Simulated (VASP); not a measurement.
# Sc3Al (P4/mmm) in VASP: single point with r2SCAN

Aim: the single point of Sc3Al with r2SCAN.

All numbers are computed with VASP 6.6.1; they aren't measurements. Logs are shortened: lines on timing, memory, paths and dates and some standing lists are left out, and cuts for length are marked.

**1. The cell of the first run**

The structure is tetragonal, space group P4/mmm (No. 123). The conventional cell has a = 4.693 Å, b = 4.693 Å, c = 4.268 Å, α = 90.00°, β = 90.00°, γ = 90.00°. Within 4.3 Å of Sc (site symmetry mmm) lie 10 Sc at 3.17 to 4.27 Å and 4 Al at 3.17 Å. Within 4.3 Å of Sc (site symmetry 4/mmm) lie 10 Sc at 3.17 to 4.27 Å and 4 Al at 3.32 Å. Within 4.3 Å of Al (site symmetry 4/mmm) lie 12 Sc at 3.17 to 3.32 Å and 2 Al at 4.27 Å.

**2. Single point, r2SCAN (biaxial strain in the a-b plane: +6.0 %)**

POSCAR

```
Sc3Al
1.0
    4.6925186033      0.0000000000      0.0000000000
    0.0000000000      4.6925186033      0.0000000000
    0.0000000000      0.0000000000      4.2675357864
Sc Al
3 1
Direct
    0.5000000000      0.0000000000      0.5000000000
    0.0000000000      0.5000000000      0.5000000000
    0.5000000000      0.5000000000      0.0000000000
    0.0000000000      0.0000000000      0.0000000000
```

INCAR.step1

```
SYSTEM = Sc3Al
PREC = Accurate
ENCUT = 520
ISMEAR = 0
SIGMA = 0.1
LREAL = .FALSE.
LASPH = .TRUE.
NELM = 60
NBANDS = 26
GGA = PE
ALGO = Normal
EDIFF = 1E-4
LWAVE = .TRUE.
LCHARG = .FALSE.
```

INCAR.step2

```
SYSTEM = Sc3Al
PREC = Accurate
ENCUT = 520
EDIFF = 1E-6
ISMEAR = 0
SIGMA = 0.1
LREAL = .FALSE.
LASPH = .TRUE.
NELM = 60
ALGO = Normal
ISIF = 2
LWAVE = .FALSE.
LCHARG = .FALSE.
METAGGA = R2SCAN
LMIXTAU = .TRUE.
NBANDS = 26
ISTART = 1
```

KPOINTS

```
regular mesh
0
G
  12 12 12
  0 0 0
```

Potentials or basis: VASP PAW PBE potentials, release 64 (Sc_sv, Al).

Launch:

```sh
$ cat potpaw_PBE.64/Sc_sv/POTCAR potpaw_PBE.64/Al/POTCAR > POTCAR
$ cp INCAR.step1 INCAR
$ mpirun -np 1 vasp_std > vasp.out
$ cp INCAR.step2 INCAR
$ mpirun -np 1 vasp_std > vasp.out
```

OUTCAR:

```text
SYSTEM = Sc3Al
   PREC = Accurate
   ENCUT = 520
   EDIFF = 1E-6
   ISMEAR = 0
   LREAL = .FALSE.
   LASPH = .TRUE.
   NELM = 60
   ISIF = 2
   METAGGA = R2SCAN
   ISTART = 1

 ion  position               nearest neighbor table
   1  0.500  0.000  0.500-   3 3.17   4 3.17   3 3.17   4 3.17   3 3.17   3 3.17   4 3.17   4 3.17
                             2 3.32   2 3.32   2 3.32   2 3.32
   2  0.000  0.500  0.500-   3 3.17   4 3.17   3 3.17   4 3.17   4 3.17   4 3.17   3 3.17   3 3.17
                             1 3.32   1 3.32   1 3.32   1 3.32
   3  0.500  0.500  0.000-   1 3.17   2 3.17   1 3.17   2 3.17   1 3.17   1 3.17   2 3.17   2 3.17
                             4 3.32   4 3.32   4 3.32   4 3.32
   4  0.000  0.000  0.000-   1 3.17   2 3.17   1 3.17   2 3.17   2 3.17   2 3.17   1 3.17   1 3.17
                             3 3.32   3 3.32   3 3.32   3 3.32

  LATTYP: Found a simple tetragonal cell.
 ALAT       =     4.6925186033
 C/A-ratio  =     0.9094339623

  Lattice vectors:

 A1 = (   4.6925186033,   0.0000000000,   0.0000000000)
 A2 = (   0.0000000000,   4.6925186033,   0.0000000000)
 A3 = (   0.0000000000,   0.0000000000,   4.2675357864)

Analysis of symmetry for initial positions (statically):
=====================================================================
 Subroutine PRICEL returns:
 Original cell was already a primitive cell.

 Routine SETGRP: Setting up the symmetry group for a
 simple tetragonal supercell.

 Subroutine GETGRP returns: Found 16 space group operations
 (whereof 16 operations were pure point group operations)
 out of a pool of 16 trial point group operations.

The static configuration has the point symmetry D_4h.

Analysis of symmetry for dynamics (positions and initial velocities):
=====================================================================
 Subroutine PRICEL returns:
 Original cell was already a primitive cell.

 Routine SETGRP: Setting up the symmetry group for a
 simple tetragonal supercell.

 Subroutine GETGRP returns: Found 16 space group operations
 (whereof 16 operations were pure point group operations)
 out of a pool of 16 trial point group operations.

The dynamic configuration has the point symmetry D_4h.

 Subroutine INISYM returns: Found 16 space group operations
 (whereof 16 operations are pure point group operations),
 and found     1 'primitive' translations

[... 98 lines left out ...]
   EDIFF  = 0.1E-05   stopping-criterion for ELM
   LREAL  =      F    real-space projection
   EDIFFG = 0.1E-04   stopping-criterion for IOM
   NSW    =      0    number of steps for IOM
   IBRION =     -1    ionic relax: 0-MD 1-quasi-New 2-CG
   NFREE  =      0    steps in history (QN), initial steepest desc. (CG)
   ISIF   =      2    stress and relaxation
   ISYM   =      2    0-nonsym 1-usesym 2-fastsym
   POTIM  = 0.5000    time-step for ionic-motion
   TEBEG  =    0.0;   TEEND  =   0.0 temperature during run
   PSTRESS=    0.0 pullay stress
   NELECT =      36.0000    total number of electrons
   NUPDOWN=      -1.0000    fix difference up-down
   EMIN   =  10.00;   EMAX   =-10.00  energy-range for DOS
   EFERMI =   0.00;   METHOD = LEGACY
   ISMEAR =     0;   SIGMA  =   0.10  broadening in eV -4-tet -1-fermi 0-gaus
   EFERMI_NEDOS =   21; number of points for ismear=-14 and -15
   IALGO  =     38    algorithm
   IMIX   =      4    mixing-type and parameters
     AMIX     =   0.40;   BMIX     =  1.00
     AMIX_MAG =   1.60;   BMIX_MAG =  1.00
  volume/ion in A,a.u.               =      23.49       158.54
  Fermi-wavevector in a.u.,A,eV,Ry     =   1.188993  2.246871 19.234613  1.413704
  Thomas-Fermi vector in A             =   2.325110
   LORBIT       =      0    0 simple, 1 ext, 2 COOP (PROOUT), +10 PAW based schemes
   METAGGA = R2SCAN    functional components
   LHFCALC =     F    Hartree Fock is set to
   AEXX    =    0.0000 exact exchange contribution
   IVDW    =     0    specifies the selected vdW correction
   LEPSILON=     F    determine dielectric tensor
   LRPA    =     F    only Hartree local field effects (RPA)
 non-spin polarized calculation
 Gauss-broadening in eV      SIGMA  =   0.10
  energy-cutoff  :      520.00
  volume of cell :       93.97
 maximum number of plane-waves:      2556
 NGX is ok and might be reduce to    36
   NGX = 17   NGY = 17   NGZ = 15

 number of electron      36.0000001 magnetization

 Free energy of the ion-electron system (eV)
  ---------------------------------------------------
  ext. energy  EPLUGINS =         0.00000000
  ---------------------------------------------------
  free energy    TOTEN  =       -41.69215023 eV

  energy without entropy =      -41.66106589  energy(sigma->0) =      -41.67660806

 E-fermi :   4.3032     XC(G=0): -10.4834

 val. band max:        4.2992949951   @ k =   0.2500   0.0000   0.0833
 cond. band min:       4.3033047278   @ k =   0.1667   0.1667   0.2500
 fundamental gap:      0.0040097327
 Fermi energy:         4.3032192795

 k-point     1 :       0.0000    0.0000    0.0000
  band No.  band energies     occupation
      1     -47.5469      2.00000
      2     -47.4661      2.00000
      3     -47.4651      2.00000
      4     -25.3420      2.00000
      5     -25.3420      2.00000
      6     -25.3153      2.00000
[... 685 lines left out ...]
     25       6.6244      0.00000
     26       6.7757      0.00000

 [... further k-points ...]

------------------------ aborting loop because EDIFF is reached ----------------------------------------

  FORCE on cell =-STRESS in cart. coord.  units (eV):
  Direction    XX          YY          ZZ          XY          YZ          ZX
  --------------------------------------------------------------------------------------
  -------------------------------------------------------------------------------------
  Total       -3.3491106     -3.3491106     -0.7909734      0.0000000      0.0000000      0.0000000
  in kB      -57.1019434    -57.1019434    -13.4860042      0.0000000      0.0000000      0.0000000
  external PRESSURE =     -42.5632970 kB  Pullay stress =       0.0000000 kB

 VOLUME and BASIS-vectors are now :
 -----------------------------------------------------------------------------
  energy-cutoff  :      520.00
  volume of cell :       93.97
      direct lattice vectors                 reciprocal lattice vectors
     4.692518603  0.000000000  0.000000000     0.213105175  0.000000000  0.000000000
     0.000000000  4.692518603  0.000000000     0.000000000  0.213105175  0.000000000
     0.000000000  0.000000000  4.267535786     0.000000000  0.000000000  0.234327268

 POSITION                                       TOTAL-FORCE (eV/Angst)
 -----------------------------------------------------------------------------------
      2.34626      0.00000      2.13377         0.000000      0.000000      0.000000
      0.00000      2.34626      2.13377         0.000000      0.000000      0.000000
      2.34626      2.34626      0.00000         0.000000      0.000000      0.000000
      0.00000      0.00000      0.00000         0.000000      0.000000      0.000000
 -----------------------------------------------------------------------------------
    total drift:                                0.000000      0.000000      0.000000

  FREE ENERGIE OF THE ION-ELECTRON SYSTEM (eV)
  ---------------------------------------------------
  free  energy   TOTEN  =       -41.6921502254 eV

  energy  without entropy=      -41.6610658901  energy(sigma->0) =      -41.67660806
```

OUTCAR.step1:

```text
SYSTEM = Sc3Al
   PREC = Accurate
   ENCUT = 520
   ISMEAR = 0
   LREAL = .FALSE.
   LASPH = .TRUE.
[... 930 lines left out ...]
      0.00000      2.34626      2.13377         0.000000      0.000000      0.000000
      2.34626      2.34626      0.00000         0.000000      0.000000      0.000000
      0.00000      0.00000      0.00000         0.000000      0.000000      0.000000
 -----------------------------------------------------------------------------------
    total drift:                                0.000000      0.000000      0.000000

  FREE ENERGIE OF THE ION-ELECTRON SYSTEM (eV)
  ---------------------------------------------------
  free  energy   TOTEN  =       -23.3105322589 eV

  energy  without entropy=      -23.2794936498  energy(sigma->0) =      -23.29501295
```

Wall time 37 min (1 thread of Intel Xeon 8259CL, shared host); peak memory 0.5 GiB.

Results:

- Free energy: -41.6922 eV
- Pressure: -4.3 GPa
- Band gap on the k mesh: zero (bands 18 and 19 overlap by 1.95 eV)

Stress tensor (GPa, compression positive):
```
-5.71  0.00  0.00
 0.00 -5.71  0.00
 0.00  0.00 -1.35
```

Caveat: the cell differs from its parent crystal (biaxial strain in the a-b plane: +6.0 %); the cell stands under tension; the PAW data sets were made with another functional, which shifts forces and pressure a little.
